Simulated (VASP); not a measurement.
# InP (F-43m) in VASP: notebook, part 2 of 2

VASP 6.6.1.

## (3) Single point, PBE (strain +0.5%)

INCAR

```
PREC = Accurate ; ENCUT = 520
EDIFF = 1E-6 ; ISMEAR = -1
SIGMA = 0.02 ; LREAL = F
LASPH = T ; NELM = 80
ALGO = Normal ; ISIF = 2
LWAVE = F ; LCHARG = F
GGA = PE ; NBANDS = 16
```

KPOINTS

```
Automatic mesh
0
Gamma
  8 8 8
```

POSCAR

```
InP
1.0
    0.0000000000      2.9685565774      2.9685565774
    2.9685565774      0.0000000000      2.9685565774
    2.9685565774      2.9685565774      0.0000000000
In P
1 1
Direct
    0.0000000000      0.0000000000      0.0000000000
    0.2500000000      0.2500000000      0.2500000000
```

Potentials or basis: VASP PAW PBE potentials, release 64 (In_d, P).

Run with:

```console
> cat potpaw_PBE.64/In_d/POTCAR potpaw_PBE.64/P/POTCAR > POTCAR
> mpirun -np 1 vasp_std > vasp.out
```

OUTCAR:

```text
PREC = Accurate
   ENCUT = 520
   EDIFF = 1E-6
   ISMEAR = -1
   LREAL = F
   LASPH = T
   NELM = 80
   ISIF = 2
   GGA = PE

 ion  position               nearest neighbor table
   1  0.000  0.000  0.000-   2 2.57   2 2.57   2 2.57   2 2.57
   2  0.250  0.250  0.250-   1 2.57   1 2.57   1 2.57   1 2.57

  LATTYP: Found a face centered cubic cell.
 ALAT       =     5.9371131548

  Lattice vectors:

 A1 = (   0.0000000000,   2.9685565774,   2.9685565774)
 A2 = (   2.9685565774,   0.0000000000,   2.9685565774)
 A3 = (   2.9685565774,   2.9685565774,   0.0000000000)

Analysis of symmetry for initial positions (statically):
=====================================================================
 Subroutine PRICEL returns:
 Original cell was already a primitive cell.

 Routine SETGRP: Setting up the symmetry group for a
 face centered cubic supercell.

 Subroutine GETGRP returns: Found 24 space group operations
 (whereof 24 operations were pure point group operations)
 out of a pool of 48 trial point group operations.

The static configuration has the point symmetry T_d .
[... 157 lines left out ...]

  energy without entropy =       -8.40498796  energy(sigma->0) =       -8.40498797

 E-fermi :   5.0357     XC(G=0):  -9.1124

 val. band max:        4.7744939828   @ k =   0.0000   0.0000   0.0000
 cond. band min:       5.2749607947   @ k =   0.0000   0.0000   0.0000
 fundamental gap:      0.5004668119
 Fermi energy:         5.0357187955

 k-point     1 :       0.0000    0.0000    0.0000
  band No.  band energies     occupation
      1      -9.3401      2.00000
      2      -9.3401      2.00000
      3      -9.3401      2.00000
      4      -9.2066      2.00000
      5      -9.2066      2.00000
      6      -6.4847      2.00000
[... 433 lines left out ...]
      3      -9.2801      2.00000
      4      -9.2109      2.00000
      5      -9.1951      2.00000
      6      -4.5892      2.00000
[... 8 lines left out ...]
     15      15.3763      0.00000
     16      15.9573      0.00000

 [... further k-points ...]

------------------------ aborting loop because EDIFF is reached ----------------------------------------

  FORCE on cell =-STRESS in cart. coord.  units (eV):
  Direction    XX          YY          ZZ          XY          YZ          ZX
  --------------------------------------------------------------------------------------
  -------------------------------------------------------------------------------------
  Total        0.2051027      0.2051027      0.2051027      0.0000000     -0.0000000     -0.0000000
  in kB        6.2808156      6.2808156      6.2808156      0.0000000     -0.0000000     -0.0000000
  external PRESSURE =       6.2808156 kB  Pullay stress =       0.0000000 kB

 VOLUME and BASIS-vectors are now :
 -----------------------------------------------------------------------------
  energy-cutoff  :      520.00
  volume of cell :       52.32
      direct lattice vectors                 reciprocal lattice vectors
     0.000000000  2.968556577  2.968556577    -0.168432026  0.168432026  0.168432026
     2.968556577  0.000000000  2.968556577     0.168432026 -0.168432026  0.168432026
     2.968556577  2.968556577  0.000000000     0.168432026  0.168432026 -0.168432026

 POSITION                                       TOTAL-FORCE (eV/Angst)
 -----------------------------------------------------------------------------------
      0.00000      0.00000      0.00000         0.000000      0.000000      0.000000
      1.48428      1.48428      1.48428        -0.000000     -0.000000     -0.000000
 -----------------------------------------------------------------------------------
    total drift:                               -0.000000     -0.000000     -0.000000

  FREE ENERGIE OF THE ION-ELECTRON SYSTEM (eV)
  ---------------------------------------------------
  free  energy   TOTEN  =        -8.4049879717 eV

  energy  without entropy=       -8.4049879583  energy(sigma->0) =       -8.40498797
```

OSZICAR:

```text
N       E                     dE             d eps       ncg     rms          rms(c)
DAV:   1     0.111140259994E+03    0.11114E+03   -0.85017E+03   944   0.123E+03
DAV:   2    -0.100643181622E+01   -0.11215E+03   -0.10651E+03  1000   0.297E+02
DAV:   3    -0.859980675174E+01   -0.75934E+01   -0.75535E+01  1264   0.758E+01
DAV:   4    -0.879918528008E+01   -0.19938E+00   -0.19932E+00  1152   0.132E+01
DAV:   5    -0.881096941370E+01   -0.11784E-01   -0.11784E-01  1440   0.285E+00    0.535E+00
DAV:   6    -0.842888403455E+01    0.38209E+00   -0.61875E-01  1480   0.123E+01    0.320E+00
DAV:   7    -0.840354182994E+01    0.25342E-01   -0.15035E-01  1352   0.296E+00    0.122E+00
DAV:   8    -0.840412906738E+01   -0.58724E-03   -0.14341E-02  1160   0.139E+00    0.276E-01
DAV:   9    -0.840475751112E+01   -0.62844E-03   -0.12587E-03  1184   0.391E-01    0.143E-01
DAV:  10    -0.840490870346E+01   -0.15119E-03   -0.22523E-04  1368   0.179E-01    0.921E-02
DAV:  11    -0.840498855062E+01   -0.79847E-04   -0.12183E-04  1104   0.907E-02    0.403E-02
DAV:  12    -0.840498797175E+01    0.57888E-06   -0.71257E-06  1056   0.253E-02
   1 F= -.84049880E+01 E0= -.84049880E+01  d E =-.134797E-07
```

stdout:

```text
POSCAR found type information on POSCAR InP
 POSCAR found :  2 types and       2 ions
 scaLAPACK will be used
 LDA part: xc-table for (Slater+PW92), standard interpolation
 POSCAR, INCAR and KPOINTS ok, starting setup
 FFT: planning ... GRIDC
 FFT: planning ... GRID_SOFT
 FFT: planning ... GRID
 WAVECAR not read
 entering main loop
```

Run time: 13 s. Hardware: 1 thread of AMD EPYC 9R45 (Zen 5), shared host; peak memory 0.15 GiB.

What came out:

```
Free energy            : -8.4050 eV
Pressure               : 0.6 GPa
Band gap on the k mesh : 0.50 eV, direct
```

Levels at points of the mesh, in eV from the valence-band top:
```tsv
k point	band 6	band 7	band 8	band 9	band 10	band 11	band 12	band 13
(0.00, 0.00, 0.00)	-11.26	0.00	0.00	0.00	0.50	4.09	4.09	4.09
(0.50, 0.00, 0.00)	-9.66	-5.53	-0.92	-0.92	1.41	4.81	4.81	7.02
(0.50, 0.50, 0.00)	-9.05	-5.58	-2.19	-2.19	1.83	2.27	8.97	9.34
```

Caveat: the cell differs from its parent crystal (strain +0.5%); spin-orbit coupling is left out, which moves the levels of the heavy elements.

## (4) Single point, r2SCAN

POSCAR

```
InP
1.0
    0.0000000000      2.9537876392      2.9537876392
    2.9537876392      0.0000000000      2.9537876392
    2.9537876392      2.9537876392      0.0000000000
In P
1 1
Direct
    0.0000000000      0.0000000000      0.0000000000
    0.2500000000      0.2500000000      0.2500000000
```

INCAR.step1

```
PREC = Accurate
ENCUT = 520
ISMEAR = 0
SIGMA = 0.01
LREAL = False
LASPH = True
NELM = 60
NBANDS = 16
GGA = PE
ALGO = Normal
EDIFF = 1E-4
LWAVE = True
LCHARG = False
```

INCAR.step2

```
PREC = Accurate
ENCUT = 520
EDIFF = 1E-6
ISMEAR = 0
SIGMA = 0.01
LREAL = False
LASPH = True
NELM = 60
ALGO = Normal
ISIF = 2
LWAVE = False
LCHARG = False
METAGGA = R2SCAN
LMIXTAU = True
NBANDS = 16
ISTART = 1
```

KPOINTS

```
regular mesh
0
Gamma
  8 8 8
```

Potentials or basis: VASP PAW PBE potentials, release 64 (In_d, P).

Run with:

```console
> cat potpaw_PBE.64/In_d/POTCAR potpaw_PBE.64/P/POTCAR > POTCAR
> cp INCAR.step1 INCAR
> mpirun -np 1 vasp_std > vasp.out
> cp INCAR.step2 INCAR
> mpirun -np 1 vasp_std > vasp.out
```

OUTCAR:

```text
PREC = Accurate
   ENCUT = 520
   EDIFF = 1E-6
   ISMEAR = 0
   LREAL = False
   LASPH = True
   NELM = 60
   ISIF = 2
   METAGGA = R2SCAN
   ISTART = 1

 ion  position               nearest neighbor table
   1  0.000  0.000  0.000-   2 2.56   2 2.56   2 2.56   2 2.56
   2  0.250  0.250  0.250-   1 2.56   1 2.56   1 2.56   1 2.56

  LATTYP: Found a face centered cubic cell.
 ALAT       =     5.9075752784

  Lattice vectors:

 A1 = (   0.0000000000,   2.9537876392,   2.9537876392)
 A2 = (   2.9537876392,   0.0000000000,   2.9537876392)
 A3 = (   2.9537876392,   2.9537876392,   0.0000000000)

Analysis of symmetry for initial positions (statically):
=====================================================================
 Subroutine PRICEL returns:
 Original cell was already a primitive cell.

 Routine SETGRP: Setting up the symmetry group for a
 face centered cubic supercell.

 Subroutine GETGRP returns: Found 24 space group operations
 (whereof 24 operations were pure point group operations)
 out of a pool of 48 trial point group operations.

The static configuration has the point symmetry T_d .

Analysis of symmetry for dynamics (positions and initial velocities):
[... 160 lines left out ...]

 val. band max:        4.7538924780   @ k =   0.0000   0.0000   0.0000
 cond. band min:       5.7839402841   @ k =   0.0000   0.0000   0.0000
 fundamental gap:      1.0300478061
 Fermi energy:         4.8485873946

 k-point     1 :       0.0000    0.0000    0.0000
  band No.  band energies     occupation
      1      -9.8578      2.00000
      2      -9.8577      2.00000
      3      -9.8577      2.00000
      4      -9.6912      2.00000
      5      -9.6912      2.00000
      6      -7.0812      2.00000
[... 433 lines left out ...]
      3      -9.7882      2.00000
      4      -9.6967      2.00000
      5      -9.6786      2.00000
      6      -5.0385      2.00000
[... 8 lines left out ...]
     15      15.9780      0.00000
     16      16.6336      0.00000

 [... further k-points ...]

------------------------ aborting loop because EDIFF is reached ----------------------------------------

  FORCE on cell =-STRESS in cart. coord.  units (eV):
  Direction    XX          YY          ZZ          XY          YZ          ZX
  --------------------------------------------------------------------------------------
  -------------------------------------------------------------------------------------
  Total       -0.0405168     -0.0405168     -0.0405168     -0.0000000     -0.0000000      0.0000000
  in kB       -1.2594406     -1.2594406     -1.2594406     -0.0000000     -0.0000000      0.0000000
  external PRESSURE =      -1.2594406 kB  Pullay stress =       0.0000000 kB

 VOLUME and BASIS-vectors are now :
 -----------------------------------------------------------------------------
  energy-cutoff  :      520.00
  volume of cell :       51.54
      direct lattice vectors                 reciprocal lattice vectors
     0.000000000  2.953787639  2.953787639    -0.169274187  0.169274187  0.169274187
     2.953787639  0.000000000  2.953787639     0.169274187 -0.169274187  0.169274187
     2.953787639  2.953787639  0.000000000     0.169274187  0.169274187 -0.169274187

 POSITION                                       TOTAL-FORCE (eV/Angst)
 -----------------------------------------------------------------------------------
      0.00000      0.00000      0.00000        -0.000000     -0.000000     -0.000000
      1.47689      1.47689      1.47689         0.000000      0.000000      0.000000
 -----------------------------------------------------------------------------------
    total drift:                               -0.000002     -0.000002     -0.000002

  FREE ENERGIE OF THE ION-ELECTRON SYSTEM (eV)
  ---------------------------------------------------
  free  energy   TOTEN  =       -32.2973428495 eV

  energy  without entropy=      -32.2973428495  energy(sigma->0) =      -32.29734285
```

OUTCAR.step1:

```text
PREC = Accurate
   ENCUT = 520
   ISMEAR = 0
   LREAL = False
   LASPH = True
[... 677 lines left out ...]
      0.00000      0.00000      0.00000         0.000000      0.000000      0.000000
      1.47689      1.47689      1.47689        -0.000000     -0.000000     -0.000000
 -----------------------------------------------------------------------------------
    total drift:                               -0.000000     -0.000000     -0.000000

  FREE ENERGIE OF THE ION-ELECTRON SYSTEM (eV)
  ---------------------------------------------------
  free  energy   TOTEN  =        -8.3993923116 eV

  energy  without entropy=       -8.3993923116  energy(sigma->0) =       -8.39939231
```

OSZICAR.step1:

```text
N       E                     dE             d eps       ncg     rms          rms(c)
DAV:   1     0.114153606926E+03    0.11415E+03   -0.83805E+03   928   0.125E+03
DAV:   2    -0.116735318387E+01   -0.11532E+03   -0.11014E+03  1064   0.304E+02
DAV:   3    -0.859834430222E+01   -0.74310E+01   -0.74033E+01  1208   0.744E+01
DAV:   4    -0.880253975211E+01   -0.20420E+00   -0.20415E+00  1208   0.136E+01
DAV:   5    -0.881168254542E+01   -0.91428E-02   -0.91427E-02  1392   0.239E+00    0.549E+00
DAV:   6    -0.842497967925E+01    0.38670E+00   -0.62217E-01  1464   0.126E+01    0.330E+00
DAV:   7    -0.839803665674E+01    0.26943E-01   -0.15372E-01  1352   0.303E+00    0.123E+00
DAV:   8    -0.839852346119E+01   -0.48680E-03   -0.14735E-02  1160   0.142E+00    0.305E-01
DAV:   9    -0.839917557320E+01   -0.65211E-03   -0.13223E-03  1152   0.393E-01    0.153E-01
DAV:  10    -0.839931483844E+01   -0.13927E-03   -0.20613E-04  1160   0.184E-01    0.880E-02
DAV:  11    -0.839939231159E+01   -0.77473E-04   -0.14601E-04  1048   0.111E-01
   1 F= -.83993923E+01 E0= -.83993923E+01  d E =-.654211E-15
```

It took 53 s on 1 thread of AMD EPYC 9R45 (Zen 5), shared host; peak memory 0.15 GiB.

What came out:

```
Free energy            : -32.2973 eV
Pressure               : -0.1 GPa
Band gap on the k mesh : 1.03 eV, direct
```

Caveat: the PAW data sets were made with another functional, which shifts forces and pressure a little; spin-orbit coupling is left out, which moves the levels of the heavy elements. r2SCAN opens gaps a little over a GGA but as a rule still falls short of measured ones.

## (5) Single point, r2SCAN (strain +0.5%)

POSCAR

```
InP
1.0
    0.0000000000      2.9685565774      2.9685565774
    2.9685565774      0.0000000000      2.9685565774
    2.9685565774      2.9685565774      0.0000000000
In P
1 1
Direct
    0.0000000000      0.0000000000      0.0000000000
    0.2500000000      0.2500000000      0.2500000000
```

INCAR.step1

```
PREC = Accurate ; ENCUT = 520
ISMEAR = 0 ; SIGMA = 0.01
LREAL = F ; LASPH = T
NELM = 100 ; NBANDS = 16
GGA = PE ; ALGO = Normal
EDIFF = 1E-4 ; LWAVE = T
LCHARG = F
```

INCAR.step2

```
PREC = Accurate ; ENCUT = 520
EDIFF = 1E-7 ; ISMEAR = 0
SIGMA = 0.01 ; LREAL = F
LASPH = T ; NELM = 100
ALGO = Normal ; ISIF = 2
LWAVE = F ; LCHARG = T
METAGGA = R2SCAN ; LMIXTAU = T
LELF = T ; LVHAR = T
NBANDS = 16 ; ISTART = 1
```

KPOINTS is that of step 4.

Run with:

```console
> cat potpaw_PBE.64/In_d/POTCAR potpaw_PBE.64/P/POTCAR > POTCAR
> cp INCAR.step1 INCAR
> mpirun -np 1 vasp_std > vasp.out
> cp INCAR.step2 INCAR
> mpirun -np 1 vasp_std > vasp.out
```

Wall time 68 s (1 thread of AMD EPYC 9R45 (Zen 5), shared host); peak memory 0.16 GiB.

The run converged. Its results:

* Free energy: -32.2946 eV
* Pressure: -1.1 GPa
* Band gap on the k mesh: 0.94 eV, direct

Levels at points of the mesh, in eV from the valence-band top:
```tsv
k point	band 6	band 7	band 8	band 9	band 10	band 11	band 12	band 13
(0.00, 0.00, 0.00)	-11.73	0.00	0.00	0.00	0.94	4.44	4.44	4.44
(0.50, 0.00, 0.00)	-10.06	-5.67	-0.95	-0.95	1.76	5.15	5.15	7.46
(0.50, 0.50, 0.00)	-9.42	-5.71	-2.28	-2.28	2.07	2.54	9.62	10.04
```

Caveat: the cell differs from its parent crystal (strain +0.5%); the PAW data sets were made with another functional, which shifts forces and pressure a little; spin-orbit coupling is left out, which moves the levels of the heavy elements.

## (6) The runs side by side

```csv
level,cell,smearing,gap on the mesh (eV),pressure (GPa)
PBE,"a = 4.177 Å, angles 60.0°, 2 atoms",fermi-dirac 0.02 eV,0.58,1.6
PBE,"a = 4.198 Å, angles 60.0°, 2 atoms",fermi-dirac 0.02 eV,0.50,0.6
r2SCAN,"a = 4.177 Å, angles 60.0°, 2 atoms",gaussian 0.01 eV,1.03,-0.1
r2SCAN,"a = 4.198 Å, angles 60.0°, 2 atoms",gaussian 0.01 eV,0.94,-1.1
```

Alike in all rows: task single point; potentials or basis VASP PAW PBE potentials, release 64 (In_d, P); no spin polarisation; k mesh 8 × 8 × 8; cutoff (eV) 520.

Caveats: spin-orbit coupling is left out, which moves the levels of the heavy elements; the PAW data sets were made with another functional, which shifts forces and pressure a little (some runs).

Total energies depend on the potentials used, so only differences within one code and one set of settings carry meaning.
